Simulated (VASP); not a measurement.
# HfC (P-6m2) in VASP: a series of runs

HfC is run at these levels: r2SCAN, r2SCAN+D3(BJ); tasks: single point.

Program: VASP 6.6.1. These are calculated values, not measurements. Logs are shortened: lines on timing, memory, paths and dates and some standing lists are left out, and cuts for length are marked.

## Step 1: The cell of the first run

The structure is hexagonal, space group P-6m2 (No. 187). The conventional cell has a = 3.228 Å, b = 3.228 Å, c = 2.899 Å, α = 90.00°, β = 90.00°, γ = 120.00°. Within 3.1 Å of Hf (site symmetry -6m2) lie 6 C at 2.36 Å and 2 Hf at 2.90 Å. Within 3.1 Å of C (site symmetry -6m2) lie 6 Hf at 2.36 Å and 2 C at 2.90 Å.

## Step 2: Single point, r2SCAN (13.08 Å³/atom)

Contents of POSCAR:

```
HfC
1.0
    3.2283481484      0.0000000000      0.0000000000
   -1.6141740742      2.7958315087      0.0000000000
    0.0000000000      0.0000000000      2.8990069144
Hf C
1 1
Direct
    0.0000000000      0.0000000000      0.0000000000
    0.6666666667      0.3333333333      0.5000000000
```

Contents of INCAR.step1:

```
SYSTEM = HfC
  ALGO = Normal
  EDIFF = 1E-4
  ENCUT = 520
  GGA = PE
  ISMEAR = 0
  LASPH = .True.
  LCHARG = .False.
  LREAL = .False.
  LWAVE = .True.
  NBANDS = 14
  NELM = 60
  PREC = Accurate
  SIGMA = 0.05
```

Contents of INCAR.step2:

```
SYSTEM = HfC
  ALGO = Normal
  EDIFF = 1E-6
  ENCUT = 520
  ISIF = 2
  ISMEAR = 0
  ISTART = 1
  LASPH = .True.
  LCHARG = .True.
  LELF = .True.
  LMIXTAU = .True.
  LREAL = .False.
  LVHAR = .True.
  LWAVE = .False.
  METAGGA = R2SCAN
  NBANDS = 14
  NELM = 60
  PREC = Accurate
  SIGMA = 0.05
```

Contents of KPOINTS:

```
k-points
0
Gamma
  12 12 12
  0 0 0
```

Potentials or basis: VASP PAW PBE potentials, release 64 (Hf_pv, C).

Launch:

```
> cat potpaw_PBE.64/Hf_pv/POTCAR potpaw_PBE.64/C/POTCAR > POTCAR
> cp INCAR.step1 INCAR
> mpirun -np 1 vasp_std > vasp.out
> cp INCAR.step2 INCAR
> mpirun -np 1 vasp_std > vasp.out
```

OUTCAR:

```text
SYSTEM = HfC
   EDIFF = 1E-6
   ENCUT = 520
   ISIF = 2
   ISMEAR = 0
   ISTART = 1
   LASPH = .True.
   LREAL = .False.
   METAGGA = R2SCAN
   NELM = 60
   PREC = Accurate

 ion  position               nearest neighbor table
   1  0.000  0.000  0.000-   2 2.36   2 2.36   2 2.36   2 2.36   2 2.36   2 2.36
   2  0.667  0.333  0.500-   1 2.36   1 2.36   1 2.36   1 2.36   1 2.36   1 2.36

  LATTYP: Found a hexagonal cell.
 ALAT       =     3.2283481484
 C/A-ratio  =     0.8979845980

  Lattice vectors:

 A1 = (   3.2283481484,   0.0000000000,   0.0000000000)
 A2 = (  -1.6141740742,   2.7958315087,   0.0000000000)
 A3 = (   0.0000000000,   0.0000000000,   2.8990069144)

Analysis of symmetry for initial positions (statically):
=====================================================================
 Subroutine PRICEL returns:
 Original cell was already a primitive cell.

 Routine SETGRP: Setting up the symmetry group for a
 hexagonal supercell.

 Subroutine GETGRP returns: Found 12 space group operations
 (whereof 12 operations were pure point group operations)
 out of a pool of 24 trial point group operations.

The static configuration has the point symmetry D_3h.

Analysis of symmetry for dynamics (positions and initial velocities):
=====================================================================
 Subroutine PRICEL returns:
 Original cell was already a primitive cell.

 Routine SETGRP: Setting up the symmetry group for a
 hexagonal supercell.

 Subroutine GETGRP returns: Found 12 space group operations
 (whereof 12 operations were pure point group operations)
 out of a pool of 24 trial point group operations.

The dynamic configuration has the point symmetry D_3h.

 Subroutine INISYM returns: Found 12 space group operations
 (whereof 12 operations are pure point group operations),
 and found     1 'primitive' translations

----------------------------------------------------------------------------------------

                                     Primitive cell

  volume of cell :      26.1662

  direct lattice vectors                    reciprocal lattice vectors
     3.228348148  0.000000000  0.000000000     0.309755935  0.178837673  0.000000000
    -1.614174074  2.795831509  0.000000000     0.000000000  0.357675345  0.000000000
     0.000000000  0.000000000  2.899006914     0.000000000  0.000000000  0.344945711

  length of vectors
     3.228348148  3.228348148  2.899006914     0.357675345  0.357675345  0.344945711

  position of ions in fractional coordinates (direct lattice)
     0.000000000  0.000000000  0.000000000
     0.666666667  0.333333333  0.500000000

  ion indices of the primitive-cell ions
   primitive index   ion index
                 1           1
                 2           2

----------------------------------------------------------------------------------------

 KPOINTS: k-points

Automatic generation of k-mesh.
 Grid dimensions read from file:
 generate k-points for:   12   12   12

 Generating k-lattice:

  Cartesian coordinates                     Fractional coordinates (reciprocal lattice)
     0.025812995  0.014903139  0.000000000     0.083333333  0.000000000  0.000000000
     0.000000000  0.029806279  0.000000000     0.000000000  0.083333333  0.000000000
     0.000000000  0.000000000  0.028745476     0.000000000  0.000000000  0.083333333

  Length of vectors
     0.029806279  0.029806279  0.028745476

  Shift w.r.t. Gamma in fractional coordinates (k-lattice)
     0.000000000  0.000000000  0.000000000

 Subroutine IBZKPT returns following result:
 ===========================================

 Found    133 irreducible k-points:

 Following reciprocal coordinates:
            Coordinates               Weight
  0.000000  0.000000  0.000000      1.000000
  0.083333  0.000000  0.000000      6.000000
  0.166667  0.000000  0.000000      6.000000
  0.250000  0.000000  0.000000      6.000000
  0.333333 -0.000000  0.000000      6.000000
  0.416667  0.000000  0.000000      6.000000
[... 16 lines left out ...]
  0.250000  0.000000  0.083333     12.000000
  0.333333 -0.000000  0.083333     12.000000
 [... further k-points ...]
   k-points           NKPTS =    133   k-points in BZ     NKDIM =    133   number of bands    NBANDS=     14
   number of dos      NEDOS =    301   number of ions     NIONS =      2
   total plane-waves  NPLWV =  13824
   dimension x,y,z NGX =    24 NGY =   24 NGZ =   24
   dimension x,y,z NGXF=    48 NGYF=   48 NGZF=   48
   ions per type =               1   1
   NGX,Y,Z   is equivalent  to a cutoff of  12.36, 12.36, 13.76 a.u.
   NGXF,Y,Z  is equivalent  to a cutoff of  24.72, 24.72, 27.53 a.u.
 SYSTEM =  HfC
   PREC   = accura    normal or accurate (medium, high low for compatibility)
   ISTART =      1    job   : 0-new  1-cont  2-samecut
   ICHARG =      0    charge: 1-file 2-atom 10-const
   ISPIN  =      1    spin polarized calculation?
   LNONCOLLINEAR =      F non collinear calculations
   LSORBIT =      F    spin-orbit coupling
   LASPH  =      T    aspherical Exc in radial PAW
   ENCUT  =  520.0 eV  38.22 Ry    6.18 a.u.   6.00  6.00  5.39*2*pi/ulx,y,z
   NELM   =     60;   NELMIN=  2; NELMDL=  0     # of ELM steps
   EDIFF  = 0.1E-05   stopping-criterion for ELM
   LREAL  =      F    real-space projection
   EDIFFG = 0.1E-04   stopping-criterion for IOM
   NSW    =      0    number of steps for IOM
   IBRION =     -1    ionic relax: 0-MD 1-quasi-New 2-CG
   NFREE  =      0    steps in history (QN), initial steepest desc. (CG)
   ISIF   =      2    stress and relaxation
   ISYM   =      2    0-nonsym 1-usesym 2-fastsym
   POTIM  = 0.5000    time-step for ionic-motion
   TEBEG  =    0.0;   TEEND  =   0.0 temperature during run
   PSTRESS=    0.0 pullay stress
   NELECT =      14.0000    total number of electrons
   NUPDOWN=      -1.0000    fix difference up-down
   EMIN   =  10.00;   EMAX   =-10.00  energy-range for DOS
   EFERMI =   0.00;   METHOD = LEGACY
   ISMEAR =     0;   SIGMA  =   0.05  broadening in eV -4-tet -1-fermi 0-gaus
   EFERMI_NEDOS =   21; number of points for ismear=-14 and -15
   IALGO  =     38    algorithm
   IMIX   =      4    mixing-type and parameters
     AMIX     =   0.40;   BMIX     =  1.00
     AMIX_MAG =   1.60;   BMIX_MAG =  1.00
  volume/ion in A,a.u.               =      13.08        88.29
  Fermi-wavevector in a.u.,A,eV,Ry     =   1.329038  2.511517 24.032532  1.766341
  Thomas-Fermi vector in A             =   2.458230
   LORBIT       =      0    0 simple, 1 ext, 2 COOP (PROOUT), +10 PAW based schemes
   METAGGA = R2SCAN    functional components
   LHFCALC =     F    Hartree Fock is set to
   AEXX    =    0.0000 exact exchange contribution
   IVDW    =     0    specifies the selected vdW correction
   LEPSILON=     F    determine dielectric tensor
   LRPA    =     F    only Hartree local field effects (RPA)
 non-spin polarized calculation
 Gauss-broadening in eV      SIGMA  =   0.05
  energy-cutoff  :      520.00
  volume of cell :       26.17
 maximum number of plane-waves:       726
   NGX = 13   NGY = 13   NGZ = 11

 number of electron      14.0000001 magnetization

 Free energy of the ion-electron system (eV)
  ---------------------------------------------------
  ext. energy  EPLUGINS =         0.00000000
  ---------------------------------------------------
  free energy    TOTEN  =       -55.71968183 eV

  energy without entropy =      -55.71943061  energy(sigma->0) =      -55.71955622

 E-fermi :   5.5094     XC(G=0): -12.7900

 val. band max:        5.4654697194   @ k =   0.5000   0.0000   0.0833
 cond. band min:       5.5383621432   @ k =   0.1667   0.1667   0.0000
 fundamental gap:      0.0728924238
 Fermi energy:         5.5094486141

 k-point     1 :       0.0000    0.0000    0.0000
  band No.  band energies     occupation
      1     -25.4570      2.00000
      2     -25.4570      2.00000
      3     -25.0352      2.00000
      4      -7.1364      2.00000
      5       3.8254      2.00000
      6       3.8254      2.00000
      7       4.4945      2.00000
      8       7.2918      0.00000
      9      10.9901      0.00000
     10      12.0250      0.00000
     11      12.0250      0.00000
     12      12.7117      0.00000
     13      12.7117      0.00000
     14      18.1134      0.00000

 k-point     2 :       0.0833    0.0000    0.0000
  band No.  band energies     occupation
      1     -25.5001      2.00000
      2     -25.4665      2.00000
      3     -25.0302      2.00000
      4      -6.9925      2.00000
      5       3.4534      2.00000
      6       3.9427      2.00000
      7       4.6295      2.00000
      8       7.0552      0.00000
      9      11.5026      0.00000
     10      11.9691      0.00000
     11      12.2999      0.00000
     12      12.3806      0.00000
     13      12.6251      0.00000
     14      18.1135      0.00000

 k-point     3 :       0.1667    0.0000    0.0000
  band No.  band energies     occupation
      1     -25.6160      2.00000
      2     -25.4924      2.00000
      3     -25.0164      2.00000
      4      -6.5878      2.00000
      5       2.6670      2.00000
      6       4.2702      2.00000
      7       4.8982      2.00000
      8       6.5155      0.00000
      9      11.6218      0.00000
     10      11.8205      0.00000
     11      12.4213      0.00000
     12      12.7615      0.00000
     13      12.9153      0.00000
     14      18.1138      0.00000
[... 324 lines left out ...]
 k-point    23 :       0.2500    0.0000    0.0833
  band No.  band energies     occupation
      1     -25.7608      2.00000
      2     -25.5197      2.00000
      3     -25.0703      2.00000
      4      -5.8843      2.00000
      5       1.9164      2.00000
      6       4.7130      2.00000
      7       4.8682      2.00000
      8       5.9419      0.00000
      9      10.7248      0.00000
     10      11.1334      0.00000
     11      13.1331      0.00000
     12      13.1678      0.00000
     13      14.7018      0.00000
     14      18.1145      0.00000

 k-point    24 :       0.3333   -0.0000    0.0833
  band No.  band energies     occupation
      1     -25.9095      2.00000
      2     -25.5542      2.00000
      3     -25.0498      2.00000
      4      -5.2713      2.00000
      5       1.1922      2.00000
      6       4.7593      2.00000
      7       5.1042      2.00000
      8       5.6864      0.00000
      9      10.8400      0.00000
     10      11.1011      0.00000
     11      12.8587      0.00000
     12      13.4390      0.00000
     13      15.8151      0.00000
     14      18.1152      0.00000

 [... further k-points ...]

------------------------ aborting loop because EDIFF is reached ----------------------------------------

  FORCE on cell =-STRESS in cart. coord.  units (eV):
  Direction    XX          YY          ZZ          XY          YZ          ZX
  --------------------------------------------------------------------------------------
  -------------------------------------------------------------------------------------
  Total       -0.1505295     -0.1505295     -0.2553693      0.0000000      0.0000000      0.0000000
  in kB       -9.2170450     -9.2170450    -15.6364677      0.0000000      0.0000000      0.0000000
  external PRESSURE =     -11.3568526 kB  Pullay stress =       0.0000000 kB

 VOLUME and BASIS-vectors are now :
 -----------------------------------------------------------------------------
  energy-cutoff  :      520.00
  volume of cell :       26.17
      direct lattice vectors                 reciprocal lattice vectors
     3.228348148  0.000000000  0.000000000     0.309755935  0.178837673  0.000000000
    -1.614174074  2.795831509  0.000000000     0.000000000  0.357675345  0.000000000
     0.000000000  0.000000000  2.899006914     0.000000000  0.000000000  0.344945711

 POSITION                                       TOTAL-FORCE (eV/Angst)
 -----------------------------------------------------------------------------------
      0.00000      0.00000      0.00000         0.000000      0.000000      0.000000
      1.61417      0.93194      1.44950        -0.000000      0.000000      0.000000
 -----------------------------------------------------------------------------------
    total drift:                               -0.000000      0.000000      0.000000

  FREE ENERGIE OF THE ION-ELECTRON SYSTEM (eV)
  ---------------------------------------------------
  free  energy   TOTEN  =       -55.7196818266 eV

  energy  without entropy=      -55.7194306129  energy(sigma->0) =      -55.71955622
```

Run time: 2.8 min. Hardware: 1 thread of Intel Xeon 8259CL, shared host; peak memory 0.18 GiB.

Results:

* Free energy: -55.7197 eV
* Pressure: -1.1 GPa
* Band gap on the k mesh: zero (bands 7 and 8 overlap by 0.10 eV)

Caveat: the PAW data sets were made with another functional, which shifts forces and pressure a little; spin-orbit coupling is left out, which moves the levels of the heavy elements.

[end of part 1 of 3]

The gap in the log of VASP goes by the Fermi energy; the results here count the filled bands.